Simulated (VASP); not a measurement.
# MnO (P6_3mc) in VASP: relaxation of cell and atoms with r2SCAN+U

Aim: the relaxation of cell and atoms of MnO with r2SCAN+U.

All numbers are computed with VASP 6.6.1; they aren't measurements. Logs are shortened: lines on timing, memory, paths and dates and some standing lists are left out, and cuts for length are marked.

### 1 The cell of the first run

The structure is hexagonal, space group P6_3mc (No. 186). Conventional cell: a = 3.372 Å, b = 3.372 Å, c = 5.386 Å, α = 90.00°, β = 90.00°, γ = 120.00°. Within 2.6 Å of Mn (site symmetry 3m) lie 4 O at 1.96 to 2.08 Å. Within 2.6 Å of O (site symmetry 3m) lie 4 Mn at 1.96 to 2.08 Å.

### 2 Relaxation of cell and atoms, r2SCAN+U, collinear spin, ferromagnetic start

POSCAR

```
MnO
1.0
    3.3717000000      0.0000000000      0.0000000000
   -1.6858500000      2.9199778539      0.0000000000
    0.0000000000      0.0000000000      5.3855000000
Mn O
2 2
Direct
    0.6666666667      0.3333333333      0.5109600000
    0.3333333333      0.6666666667      0.0109600000
    0.6666666667      0.3333333333      0.8754700000
    0.3333333333      0.6666666667      0.3754700000
```

INCAR.step1

```
SYSTEM = MnO
PREC     = Accurate       ! precision mode
ENCUT    = 600            ! plane-wave cutoff, eV
ISMEAR   = -1             ! smearing method
SIGMA    = 0.05           ! smearing width, eV
LREAL    = .False.        ! projectors in reciprocal space
LASPH    = .True.         ! aspherical terms in the spheres
NELM     = 150            ! most SCF steps
ISPIN    = 2              ! spin polarisation
MAGMOM   = 4 4 0 0        ! initial moments
LMAXMIX  = 4              ! l up to which the mixer works
LDAU     = .True.         ! DFT+U
LDAUTYPE = 2            
LDAUL    = 2 -1           ! shell
LDAUU    = 4 0            ! U, eV
LDAUJ    = 0 0          
GGA      = PE             ! functional
ALGO     = Normal         ! electronic algorithm
EDIFF    = 1E-4           ! SCF threshold, eV
LWAVE    = .True.         ! write WAVECAR
LCHARG   = .False.        ! write CHGCAR
```

INCAR.step2

```
SYSTEM = MnO
PREC     = Accurate       ! precision mode
ENCUT    = 600            ! plane-wave cutoff, eV
EDIFF    = 1E-6           ! SCF threshold, eV
ISMEAR   = -1             ! smearing method
SIGMA    = 0.05           ! smearing width, eV
LREAL    = .False.        ! projectors in reciprocal space
LASPH    = .True.         ! aspherical terms in the spheres
NELM     = 150            ! most SCF steps
ALGO     = Normal         ! electronic algorithm
ISIF     = 3              ! what is computed and relaxed
LWAVE    = .False.        ! write WAVECAR
LCHARG   = .False.        ! write CHGCAR
ISPIN    = 2              ! spin polarisation
MAGMOM   = 4 4 0 0        ! initial moments
LORBIT   = 11             ! projections on sites
LMAXMIX  = 4              ! l up to which the mixer works
LDAU     = .True.         ! DFT+U
LDAUTYPE = 2            
LDAUL    = 2 -1           ! shell
LDAUU    = 4 0            ! U, eV
LDAUJ    = 0 0          
LDAUPRINT= 1            
METAGGA  = R2SCAN         ! meta-GGA
LMIXTAU  = .True.       
IBRION   = 2              ! ionic algorithm
NSW      = 60             ! ionic steps
EDIFFG   = -0.01          ! ionic threshold
ISTART   = 1
```

KPOINTS

```
Automatic mesh
0
Gamma
  9 9 5
  0 0 0
```

Potentials or basis: VASP PAW PBE potentials, release 64 (Mn_pv, O).

Launch:

```
cat potpaw_PBE.64/Mn_pv/POTCAR potpaw_PBE.64/O/POTCAR > POTCAR
cp INCAR.step1 INCAR
mpirun -np 1 vasp_std > vasp.out
cp INCAR.step2 INCAR
mpirun -np 1 vasp_std > vasp.out
```

OUTCAR:

```text
SYSTEM = MnO
   PREC = Accurate
   ENCUT = 600
   EDIFF = 1E-6
   ISMEAR = -1
   LREAL = .False.
   LASPH = .True.
   NELM = 150
   ISIF = 3
   ISPIN = 2
   LORBIT = 11
   METAGGA = R2SCAN
   IBRION = 2
   NSW = 60
   EDIFFG = -0.01
   ISTART = 1

 ion  position               nearest neighbor table
   1  0.667  0.333  0.511-   3 1.96   4 2.08   4 2.08   4 2.08
   2  0.333  0.667  0.011-   4 1.96   3 2.08   3 2.08   3 2.08
   3  0.667  0.333  0.875-   1 1.96   2 2.08   2 2.08   2 2.08
   4  0.333  0.667  0.375-   2 1.96   1 2.08   1 2.08   1 2.08

  LATTYP: Found a hexagonal cell.
 ALAT       =     3.3717000000
 C/A-ratio  =     1.5972654744

  Lattice vectors:

 A1 = (   3.3717000000,   0.0000000000,   0.0000000000)
 A2 = (  -1.6858500000,   2.9199778539,   0.0000000000)
 A3 = (   0.0000000000,   0.0000000000,   5.3855000000)

Analysis of symmetry for initial positions (statically):
=====================================================================
 Subroutine PRICEL returns:
 Original cell was already a primitive cell.

 Routine SETGRP: Setting up the symmetry group for a
 hexagonal supercell.

 Subroutine GETGRP returns: Found 12 space group operations
 (whereof  6 operations were pure point group operations)
 out of a pool of 24 trial point group operations.

The static configuration has the point symmetry C_3v.
 The point group associated with its full space group is C_6v.

Analysis of symmetry for dynamics (positions and initial velocities):
=====================================================================
 Subroutine PRICEL returns:
 Original cell was already a primitive cell.

 Routine SETGRP: Setting up the symmetry group for a
 hexagonal supercell.

 Subroutine GETGRP returns: Found 12 space group operations
 (whereof  6 operations were pure point group operations)
 out of a pool of 24 trial point group operations.

The dynamic configuration has the point symmetry C_3v.
 The point group associated with its full space group is C_6v.

Analysis of structural, dynamic, and magnetic symmetry:
=====================================================================
 Subroutine PRICEL returns:
 Original cell was already a primitive cell.

 Routine SETGRP: Setting up the symmetry group for a
 hexagonal supercell.

 Subroutine GETGRP returns: Found 12 space group operations
 (whereof  6 operations were pure point group operations)
 out of a pool of 24 trial point group operations.

The overall configuration has the point symmetry C_3v.
 The point group associated with its full space group is C_6v.

 Subroutine INISYM returns: Found 12 space group operations
 (whereof  6 operations are pure point group operations),
 and found     1 'primitive' translations

----------------------------------------------------------------------------------------

                                     Primitive cell

  volume of cell :      53.0218

  direct lattice vectors                    reciprocal lattice vectors
     3.371700000  0.000000000  0.000000000     0.296586292  0.171234175  0.000000000
    -1.685850000  2.919977854  0.000000000     0.000000000  0.342468351  0.000000000
     0.000000000  0.000000000  5.385500000     0.000000000  0.000000000  0.185683781

  length of vectors
     3.371700000  3.371700000  5.385500000     0.342468351  0.342468351  0.185683781

  position of ions in fractional coordinates (direct lattice)
     0.666666667  0.333333333  0.510960000
     0.333333333  0.666666667  0.010960000
     0.666666667  0.333333333  0.875470000
     0.333333333  0.666666667  0.375470000
[... 245 lines left out ...]

 E-fermi :   4.1497     XC(G=0): -10.8587

 val. band max:        4.0784222575   @ k =   0.0000   0.0000   0.0000
 cond. band min:       4.7808737991   @ k =   0.0000   0.0000   0.2000
 fundamental gap:      0.7024515416
 Fermi energy:         4.1496934320

 spin component 1

 k-point     1 :       0.0000    0.0000    0.0000
  band No.  band energies     occupation
      1     -47.6087      1.00000
      2     -47.5817      1.00000
      3     -47.5762      1.00000
      4     -47.5761      1.00000
      5     -47.5716      1.00000
      6     -47.5715      1.00000
[... 1433 lines left out ...]
     26      13.4621      0.00000
     27      13.7112      0.00000

 [... further k-points ...]

[... ionic steps 4 to 12 ...]

--------------------------------------- Ionic step       13  -------------------------------------------

 number of electron      37.9999995 magnetization       9.9999999

------------------------ aborting loop because EDIFF is reached ----------------------------------------
[... 65 lines left out ...]
  FREE ENERGIE OF THE ION-ELECTRON SYSTEM (eV)
  ---------------------------------------------------
  free  energy   TOTEN  =       -46.9664287986 eV

  energy  without entropy=      -46.9659819831  energy(sigma->0) =      -46.96620539

atom =   1  type =  1  l = 2

 onsite density matrix

spin component  1

  0.9542  0.0000 -0.0000 -0.0020 -0.0000
  0.0000  0.9497  0.0000  0.0000 -0.0020
 -0.0000  0.0000  0.9562 -0.0000 -0.0000
 -0.0020  0.0000 -0.0000  0.9497  0.0000
 -0.0000 -0.0020 -0.0000  0.0000  0.9542

spin component  2

  0.0425 -0.0000 -0.0000 -0.0128  0.0000
 -0.0000  0.0245  0.0000  0.0000 -0.0128
 -0.0000  0.0000  0.0533  0.0000 -0.0000
 -0.0128  0.0000  0.0000  0.0245 -0.0000
  0.0000 -0.0128 -0.0000 -0.0000  0.0425

 occupancies and eigenvectors

  o =  0.0178  v =  0.0000  0.0000  0.0000  0.0000  0.0000 -0.0000 -0.8875 -0.0000 -0.0000 -0.4609      0.0000  0.0000  0.0000  0.0000  0.0000  0.0000  0.0000  0.0000  0.0000  0.0000
  o =  0.0178  v =  0.0000  0.0000  0.0000  0.0000  0.0000  0.4609 -0.0000 -0.0000  0.8875 -0.0000      0.0000  0.0000  0.0000  0.0000  0.0000  0.0000  0.0000  0.0000  0.0000  0.0000
  o =  0.0491  v =  0.0000  0.0000  0.0000  0.0000  0.0000  0.0000  0.4609 -0.0000 -0.0000 -0.8875      0.0000  0.0000  0.0000  0.0000  0.0000  0.0000  0.0000  0.0000  0.0000  0.0000
  o =  0.0491  v =  0.0000  0.0000  0.0000  0.0000  0.0000 -0.8875  0.0000 -0.0000  0.4609 -0.0000      0.0000  0.0000  0.0000  0.0000  0.0000  0.0000  0.0000  0.0000  0.0000  0.0000
  o =  0.0533  v =  0.0000  0.0000  0.0000  0.0000  0.0000  0.0000 -0.0000 -1.0000 -0.0000  0.0000      0.0000  0.0000  0.0000  0.0000  0.0000  0.0000  0.0000  0.0000  0.0000  0.0000
  o =  0.9490  v =  0.0000  0.9346  0.0000  0.0000  0.3557  0.0000  0.0000  0.0000  0.0000  0.0000      0.0000  0.0000  0.0000  0.0000  0.0000  0.0000  0.0000  0.0000  0.0000  0.0000
  o =  0.9490  v = -0.3557  0.0000 -0.0000 -0.9346 -0.0000  0.0000  0.0000  0.0000  0.0000  0.0000      0.0000  0.0000  0.0000  0.0000  0.0000  0.0000  0.0000  0.0000  0.0000  0.0000
  o =  0.9549  v =  0.0000 -0.3557  0.0000 -0.0000  0.9346  0.0000  0.0000  0.0000  0.0000  0.0000      0.0000  0.0000  0.0000  0.0000  0.0000  0.0000  0.0000  0.0000  0.0000  0.0000
  o =  0.9549  v = -0.9346 -0.0000  0.0000  0.3557  0.0000  0.0000  0.0000  0.0000  0.0000  0.0000      0.0000  0.0000  0.0000  0.0000  0.0000  0.0000  0.0000  0.0000  0.0000  0.0000
  o =  0.9562  v =  0.0000  0.0000  1.0000 -0.0000 -0.0000  0.0000  0.0000  0.0000  0.0000  0.0000      0.0000  0.0000  0.0000  0.0000  0.0000  0.0000  0.0000  0.0000  0.0000  0.0000

atom =   2  type =  1  l = 2

 onsite density matrix

spin component  1

  0.9542  0.0000 -0.0000  0.0020 -0.0000
  0.0000  0.9497 -0.0000  0.0000  0.0020
 -0.0000 -0.0000  0.9562  0.0000 -0.0000
  0.0020  0.0000  0.0000  0.9497 -0.0000
 -0.0000  0.0020 -0.0000 -0.0000  0.9542

spin component  2

  0.0425  0.0000 -0.0000  0.0128  0.0000
  0.0000  0.0245 -0.0000  0.0000  0.0128
 -0.0000 -0.0000  0.0533 -0.0000 -0.0000
  0.0128  0.0000 -0.0000  0.0245  0.0000
  0.0000  0.0128 -0.0000  0.0000  0.0425

 occupancies and eigenvectors

  o =  0.0178  v =  0.0000  0.0000  0.0000  0.0000  0.0000 -0.0000 -0.8875  0.0000  0.0000  0.4609      0.0000  0.0000  0.0000  0.0000  0.0000  0.0000  0.0000  0.0000  0.0000  0.0000
  o =  0.0178  v =  0.0000  0.0000  0.0000  0.0000  0.0000  0.4609 -0.0000  0.0000 -0.8875  0.0000      0.0000  0.0000  0.0000  0.0000  0.0000  0.0000  0.0000  0.0000  0.0000  0.0000
  o =  0.0491  v =  0.0000  0.0000  0.0000  0.0000  0.0000 -0.0000  0.4609  0.0000 -0.0000  0.8875      0.0000  0.0000  0.0000  0.0000  0.0000  0.0000  0.0000  0.0000  0.0000  0.0000
  o =  0.0491  v =  0.0000  0.0000  0.0000  0.0000  0.0000  0.8875  0.0000  0.0000  0.4609  0.0000      0.0000  0.0000  0.0000  0.0000  0.0000  0.0000  0.0000  0.0000  0.0000  0.0000
  o =  0.0533  v =  0.0000  0.0000  0.0000  0.0000  0.0000 -0.0000 -0.0000  1.0000 -0.0000 -0.0000      0.0000  0.0000  0.0000  0.0000  0.0000  0.0000  0.0000  0.0000  0.0000  0.0000
  o =  0.9490  v =  0.0000 -0.9346  0.0000  0.0000  0.3557  0.0000  0.0000  0.0000  0.0000  0.0000      0.0000  0.0000  0.0000  0.0000  0.0000  0.0000  0.0000  0.0000  0.0000  0.0000
  o =  0.9490  v = -0.3557  0.0000 -0.0000  0.9346 -0.0000  0.0000  0.0000  0.0000  0.0000  0.0000      0.0000  0.0000  0.0000  0.0000  0.0000  0.0000  0.0000  0.0000  0.0000  0.0000
  o =  0.9549  v =  0.0000  0.3557  0.0000  0.0000  0.9346  0.0000  0.0000  0.0000  0.0000  0.0000      0.0000  0.0000  0.0000  0.0000  0.0000  0.0000  0.0000  0.0000  0.0000  0.0000
  o =  0.9549  v = -0.9346 -0.0000  0.0000 -0.3557  0.0000  0.0000  0.0000  0.0000  0.0000  0.0000      0.0000  0.0000  0.0000  0.0000  0.0000  0.0000  0.0000  0.0000  0.0000  0.0000
  o =  0.9562  v =  0.0000 -0.0000  1.0000  0.0000 -0.0000  0.0000  0.0000  0.0000  0.0000  0.0000      0.0000  0.0000  0.0000  0.0000  0.0000  0.0000  0.0000  0.0000  0.0000  0.0000

--------------------------------------- Ionic step       15  -------------------------------------------

 number of electron      37.9999996 magnetization      10.0000000

 Free energy of the ion-electron system (eV)
  ---------------------------------------------------
  ext. energy  EPLUGINS =         0.00000000
  ---------------------------------------------------
  free energy    TOTEN  =       -46.96644179 eV

  energy without entropy =      -46.96599506  energy(sigma->0) =      -46.96621842

 E-fermi :   4.2386     XC(G=0): -10.8999

 val. band max:        4.1676063993   @ k =   0.0000   0.0000   0.0000
 cond. band min:       4.8541453858   @ k =   0.0000   0.0000   0.2000
 fundamental gap:      0.6865389864
 Fermi energy:         4.2385897446

 spin component 1

 k-point     1 :       0.0000    0.0000    0.0000
  band No.  band energies     occupation
      1     -47.5547      1.00000
      2     -47.5251      1.00000
      3     -47.5030      1.00000
      4     -47.5029      1.00000
      5     -47.4974      1.00000
      6     -47.4973      1.00000
[... 1466 lines left out ...]
  FREE ENERGIE OF THE ION-ELECTRON SYSTEM (eV)
  ---------------------------------------------------
  free  energy   TOTEN  =       -46.9664417867 eV

  energy  without entropy=      -46.9659950575  energy(sigma->0) =      -46.96621842

 reached required accuracy - stopping structural energy minimisation

 total charge

# of ion       s       p       d       tot
------------------------------------------
    1        0.233   6.198   4.932  11.363
    2        0.233   6.198   4.932  11.363
    3        1.551   3.490   0.000   5.041
    4        1.551   3.490   0.000   5.041
--------------------------------------------------
tot          3.568  19.377   9.864  32.809

 magnetization (x)

# of ion       s       p       d       tot
------------------------------------------
    1        0.033   0.046   4.568   4.647
    2        0.033   0.046   4.568   4.647
    3        0.015   0.083   0.000   0.098
    4        0.015   0.083   0.000   0.098
--------------------------------------------------
tot          0.094   0.260   9.135   9.489
```

It took 84 min on 1 thread of Oxide Virtual Turin-like, shared host; peak memory 0.26 GiB.

What came out:

```yaml
Free_energy: -46.9664 eV
Relaxed_volume: 13.95 Å³/atom
Relaxed_cell: a = 3.486 Å, b = 3.486 Å, c = 5.303 Å, α = 90.00°, β = 90.00°, γ = 120.00°
Space_group_after_relaxing_to_0.1_Å: P6_3mc (No. 186)
Energy_gained_by_relaxing: 41.1 meV/atom
Ionic_steps: 15
Pressure_after_relaxing: -0.1 GPa
Band_gap_on_the_k_mesh: zero (filled and empty bands touch)
Net_moment: 10.00 μB per cell
Site_moments: Mn +4.65; O +0.10 μB
Valence_electrons_inside_the_program's_atomic_spheres: Mn 11.36; O 5.04
```

Forces on the atoms (eV/Å):
```
Mn   0.000  0.000 -0.003
Mn   0.000  0.000 -0.003
O    0.000  0.000  0.003
O    0.000  0.000  0.003
```

The path:
```tsv
step	energy change (eV)	largest force (eV/Å)	pressure (GPa)	volume (Å³)
1	0.0000	0.9667	8.32	53.02
2	-0.0835	0.2254	-4.13	58.45
3	-0.1425	0.0745	0.12	56.06
4	-0.1425	0.0857	0.24	56.00
5	-0.1464	0.1073	-0.05	56.14
6	-0.1516	0.1694	-1.00	56.55
7	-0.1539	0.1515	-0.85	56.47
8	-0.1592	0.0971	-0.40	56.21
9	-0.1636	0.0065	0.43	55.70
10	-0.1636	0.0026	0.45	55.67
11	-0.1637	0.0044	0.52	55.60
12	-0.1642	0.0090	0.14	55.74
13	-0.1643	0.0134	-0.13	55.84
14	-0.1644	0.0001	-0.08	55.81
15	-0.1644	0.0027	-0.06	55.80
```

Final structure:
```
CELL_PARAMETERS angstrom
3.48582 0.00000 0.00000
-1.74291 3.01881 0.00000
0.00000 0.00000 5.30298
ATOMIC_POSITIONS crystal
Mn 0.66667 0.33333 0.49440
Mn 0.33333 0.66667 0.99440
O 0.66667 0.33333 0.89203
O 0.33333 0.66667 0.39203
```

Eigenvalues of the final occupation matrices:
| site | spin | trace | eigenvalues |
| --- | --- | --- | --- |
| site 1 d | 1 | 4.76 | 0.95 0.95 0.95 0.95 0.96 |
| site 1 d | 2 | 0.19 | 0.02 0.02 0.05 0.05 0.05 |
| site 2 d | 1 | 4.76 | 0.95 0.95 0.95 0.95 0.96 |
| site 2 d | 2 | 0.19 | 0.02 0.02 0.05 0.05 0.05 |

Caveat: the PAW data sets were made with another functional, which shifts forces and pressure a little; only a ferromagnetic start was run, and an antiferromagnetic order may lie lower in energy.
